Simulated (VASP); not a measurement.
Input of a VASP 6.6.1 run:

File INCAR:

```
SYSTEM = BaCaBr4
PREC = Accurate
ENCUT = 600
EDIFF = 1E-6
ISMEAR = 0
SIGMA = 0.1
LREAL = .FALSE.
LASPH = .TRUE.
NELM = 100
ALGO = Normal
ISIF = 3
LWAVE = .FALSE.
LCHARG = .FALSE.
GGA = PE
IBRION = 2
NSW = 100
EDIFFG = -0.01
```

KPOINTS

```
Automatic mesh
0
G
  8 8 8
  0 0 0
```

The input POSCAR:

```
BaCaBr4
1.0
    0.0000000000      4.6688279586      4.6688279586
    4.6688279586      0.0000000000      4.6688279586
    4.6688279586      4.6688279586      0.0000000000
Ba Ca Br
1 1 4
Direct
    0.0000000000      0.0000000000      0.0000000000
    0.2500000000      0.2500000000      0.2500000000
    0.6245460615      0.6245460615      0.1263618155
    0.6245460615      0.1263618155      0.6245460615
    0.1263618155      0.6245460615      0.6245460615
    0.6245460615      0.6245460615      0.6245460615
```

Potentials or basis: VASP PAW PBE potentials, release 64 (Ba_sv, Ca_sv, Br).

The run is started by

```bash
$ cat potpaw_PBE.64/Ba_sv/POTCAR potpaw_PBE.64/Ca_sv/POTCAR potpaw_PBE.64/Br/POTCAR > POTCAR
$ mpirun -np 1 vasp_std > vasp.out
```

Problem. Predict the relaxed volume.

Solution. 34.26 Å³/atom.

Problem. Estimate the space group after relaxing (to 0.05 Å).

Solution. F-43m (No. 216).

Step by step:
```tsv
step	energy change (eV)	largest force (eV/Å)	pressure (GPa)	volume (Å³)
1	0.0000	0.0044	0.24	203.54
2	-0.0014	0.0024	0.06	205.02
3	-0.0015	0.0016	0.00	205.59
```
